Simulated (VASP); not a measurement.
# Rb3Al3Cl2 (R-3m) in VASP: a series of runs, part 2 of 2

VASP 6.6.1. The steps go on from the part before.

**3. Single point, PBE**

Contents of INCAR:

```
ALGO = Normal
EDIFF = 1E-6
ENCUT = 520
GGA = PE
ISIF = 2
ISMEAR = 1
LASPH = True
LCHARG = False
LREAL = False
LWAVE = False
NBANDS = 35
NELM = 80
PREC = Accurate
SIGMA = 0.05
```

Contents of KPOINTS:

```
k-points
0
Gamma
  4 4 4
```

Contents of POSCAR:

```
Rb3Al3Cl2
1.0
    3.1938050000      5.5318310000      0.0000000000
   -3.1938050000      5.5318310000      0.0000000000
   -3.1938050000      1.8439400000      7.1678440000
Rb Al Cl
3 3 2
Direct
    0.5000000000      0.0000000000      0.5000000000
    0.0813000000      0.8374000000      0.2439000000
    0.9187000000      0.1626000000      0.7561000000
    0.5000000000      0.5000000000      0.0000000000
    0.0000000000      0.5000000000      0.0000000000
    0.5000000000      0.0000000000      0.0000000000
    0.2471000000      0.5058000000      0.7413000000
    0.7529000000      0.4942000000      0.2587000000
```

Potentials or basis: VASP PAW PBE potentials, release 64 (Rb_sv, Al, Cl).

Command:

```sh
cat potpaw_PBE.64/Rb_sv/POTCAR potpaw_PBE.64/Al/POTCAR potpaw_PBE.64/Cl/POTCAR > POTCAR
mpirun -np 1 vasp_std > vasp.out
```

OUTCAR:

```text
EDIFF = 1E-6
   ENCUT = 520
   GGA = PE
   ISIF = 2
   ISMEAR = 1
   LASPH = True
   LREAL = False
   NELM = 80
   PREC = Accurate

 ion  position               nearest neighbor table
   1  0.500  0.000  0.500-   6 4.03   6 4.03   5 4.03   5 4.03   4 4.03   4 4.03   7 4.07   8 4.07
                             8 4.07   7 4.07   8 4.07   7 4.07   2 4.12   3 4.12   2 4.12   3 4.12
   2  0.081  0.837  0.244-   3 3.50   7 3.57   5 3.64   6 3.64   4 3.64   4 3.64   6 3.64   5 3.64
                             8 3.69   8 3.69   8 3.69   1 4.12   1 4.12   1 4.12   3 5.20   3 5.20
   3  0.919  0.163  0.756-   2 3.50   8 3.57   5 3.64   6 3.64   4 3.64   4 3.64   6 3.64   5 3.64
                             7 3.69   7 3.69   7 3.69   1 4.12   1 4.12   1 4.12   2 5.20   2 5.20
   4  0.500  0.500  0.000-   7 2.62   8 2.62   5 3.19   6 3.19   6 3.19   5 3.19   2 3.64   2 3.64
                             3 3.64   3 3.64   1 4.03   1 4.03
   5  0.000  0.500  0.000-   7 2.62   8 2.62   4 3.19   4 3.19   6 3.19   6 3.19   2 3.64   3 3.64
                             2 3.64   3 3.64   1 4.03   1 4.03
   6  0.500  0.000  0.000-   7 2.62   8 2.62   4 3.19   4 3.19   5 3.19   5 3.19   3 3.64   2 3.64
                             2 3.64   3 3.64   1 4.03   1 4.03
   7  0.247  0.506  0.741-   4 2.62   5 2.62   6 2.62   2 3.57   3 3.69   3 3.69   3 3.69   1 4.07
[... 200 lines left out ...]
      4     -14.0020      2.00000
      5     -13.9524      2.00000
      6      -9.9222      2.00000
[... 483 lines left out ...]
     34       6.8747      0.00000
     35       6.8747      0.00000

------------------------ aborting loop because EDIFF is reached ----------------------------------------

  FORCE on cell =-STRESS in cart. coord.  units (eV):
  Direction    XX          YY          ZZ          XY          YZ          ZX
  --------------------------------------------------------------------------------------
  -------------------------------------------------------------------------------------
  Total        0.6207810      0.6207806      7.4351968      0.0000000     -0.0000038      0.0000000
  in kB        3.9269299      3.9269277     47.0334905      0.0000000     -0.0000241      0.0000000
  external PRESSURE =      18.2957827 kB  Pullay stress =       0.0000000 kB

 VOLUME and BASIS-vectors are now :
 -----------------------------------------------------------------------------
  energy-cutoff  :      520.00
  volume of cell :      253.28
      direct lattice vectors                 reciprocal lattice vectors
     3.193805000  5.531831000  0.000000000     0.156553077  0.090385986  0.046504035
    -3.193805000  5.531831000  0.000000000    -0.156553077  0.090385986 -0.093007930
    -3.193805000  1.843940000  7.167844000     0.000000000  0.000000000  0.139511965

 POSITION                                       TOTAL-FORCE (eV/Angst)
 -----------------------------------------------------------------------------------
      0.00000      3.68789      3.58392        -0.000000      0.000000      0.000000
     -3.19380      5.53183      1.74824        -0.000000     -0.000000      0.408364
      0.00000      7.37577      5.41961         0.000000      0.000000     -0.408364
      0.00000      5.53183      0.00000        -0.000000     -0.000000      0.000000
     -1.59690      2.76592      0.00000        -0.000000     -0.000000      0.000000
      1.59690      2.76592      0.00000        -0.000000      0.000000      0.000000
     -3.19380      5.53183      5.31352         0.000000      0.000001     -2.131591
     -0.00000      7.37577      1.85432        -0.000000     -0.000001      2.131591
 -----------------------------------------------------------------------------------
    total drift:                                0.000000      0.000000     -0.000000

  FREE ENERGIE OF THE ION-ELECTRON SYSTEM (eV)
  ---------------------------------------------------
  free  energy   TOTEN  =       -19.9098443365 eV

  energy  without entropy=      -19.9071227675  energy(sigma->0) =      -19.90893715
```

Wall time 88 s (1 thread of Intel Xeon Platinum 8488C (Sapphire Rapids), shared host); peak memory 0.41 GiB.

Results:

* Free energy: -19.9098 eV
* Pressure: 1.8 GPa
* Largest force: 2.132 eV/Å
* Band gap on the k mesh: zero (band 25 reaches 3.89 eV, above the bottom of band 26 at 2.48 eV)

Forces on the atoms (eV/Å):
```
Rb   0.000  0.000  0.000
Rb   0.000  0.000  0.408
Rb   0.000  0.000 -0.408
Al   0.000  0.000  0.000
Al   0.000  0.000  0.000
Al   0.000  0.000  0.000
Cl   0.000  0.000 -2.132
Cl   0.000  0.000  2.132
```

Levels at points of the mesh, in eV from the Fermi level:
```csv
k point,band 21,band 22,band 23,band 24,band 25,band 26,band 27,band 28,band 29,band 30
"(0.00, 0.00, 0.00)",-3.86,-1.41,-1.38,-1.38,-0.54,-0.54,1.34,2.06,2.55,2.79
"(0.50, 0.00, 0.00)",-2.98,-2.57,-1.59,-0.97,0.43,1.11,1.38,1.60,1.66,1.99
"(0.00, 0.50, 0.00)",-2.98,-2.57,-1.72,-1.26,0.75,0.83,1.00,1.68,1.88,2.51
"(0.00, 0.00, 0.50)",-3.35,-1.78,-1.28,-1.28,-0.65,-0.65,0.30,2.04,2.04,2.69
```

Caveat: forces of over 1 eV/Å act on the atoms, so gaps and moduli don't describe the material at rest.

**4. Single point, PBE**

Contents of INCAR:

```
SYSTEM = Rb3Al3Cl2
ALGO = Normal ; EDIFF = 1E-6
ENCUT = 520 ; GGA = PE
ISIF = 2 ; ISMEAR = 1
LASPH = .TRUE. ; LCHARG = .FALSE.
LREAL = .FALSE. ; LWAVE = .FALSE.
NBANDS = 35 ; NELM = 100
PREC = Accurate ; SIGMA = 0.01
```

Contents of KPOINTS:

```
k-points
0
G
  4 4 4
  0 0 0
```

POSCAR is that of step 3.

Command:

```sh
cat potpaw_PBE.64/Rb_sv/POTCAR potpaw_PBE.64/Al/POTCAR potpaw_PBE.64/Cl/POTCAR > POTCAR
mpirun -np 1 vasp_std > vasp.out
```

Wall time 95 s (1 thread of Intel Xeon Platinum 8488C (Sapphire Rapids), shared host); peak memory 0.41 GiB.

It converged, with:

```yaml
Free_energy: -19.9083 eV
Pressure: 1.8 GPa
Largest_force: 2.132 eV/Å
Band_gap_on_the_k_mesh: zero (band 25 reaches 3.89 eV, above the bottom of band 26 at 2.48 eV)
```

Forces in eV/Å, atoms in the order of the input:
```
Rb   0.000  0.000  0.000
Rb   0.000  0.000  0.409
Rb   0.000  0.000 -0.409
Al   0.000  0.000  0.000
Al   0.000  0.000  0.000
Al   0.000  0.000  0.000
Cl   0.000  0.000 -2.132
Cl   0.000  0.000  2.132
```

Stress tensor (GPa, compression positive):
```
0.40 0.00 0.00
0.00 0.40 0.00
0.00 0.00 4.70
```

Levels at points of the mesh, in eV from the Fermi level:
| k point | band 23 | band 24 | band 25 | band 26 | band 27 | band 28 |
| --- | --- | --- | --- | --- | --- | --- |
| (0.00, 0.00, 0.00) | -1.39 | -1.39 | -0.55 | -0.55 | 1.33 | 2.06 |
| (0.50, 0.00, 0.00) | -1.60 | -0.98 | 0.42 | 1.11 | 1.38 | 1.59 |
| (0.00, 0.50, 0.00) | -1.72 | -1.26 | 0.75 | 0.82 | 1.00 | 1.67 |
| (0.00, 0.00, 0.50) | -1.29 | -1.29 | -0.66 | -0.66 | 0.29 | 2.03 |

Caveat: forces of over 1 eV/Å act on the atoms, so gaps and moduli don't describe the material at rest.

**5. Summary**

```csv
smearing,gap on the mesh (eV),pressure (GPa),largest force (eV/Å)
gaussian 0.0236 eV,none,1.8,2.13
methfessel-paxton 0.05 eV,none,1.8,2.13
methfessel-paxton 0.01 eV,none,1.8,2.13
```

Alike in all rows: task single point; level PBE; potentials or basis VASP PAW PBE potentials, release 64 (Rb_sv, Al, Cl); no spin polarisation; cell as given; k mesh 4 × 4 × 4; cutoff (eV) 520.

Every run on the cell as given and a fine mesh finds a metal.

Caveats: forces of over 1 eV/Å act on the atoms, so gaps and moduli don't describe the material at rest.

Total energies depend on the potentials used, so only differences within one code and one set of settings carry meaning.
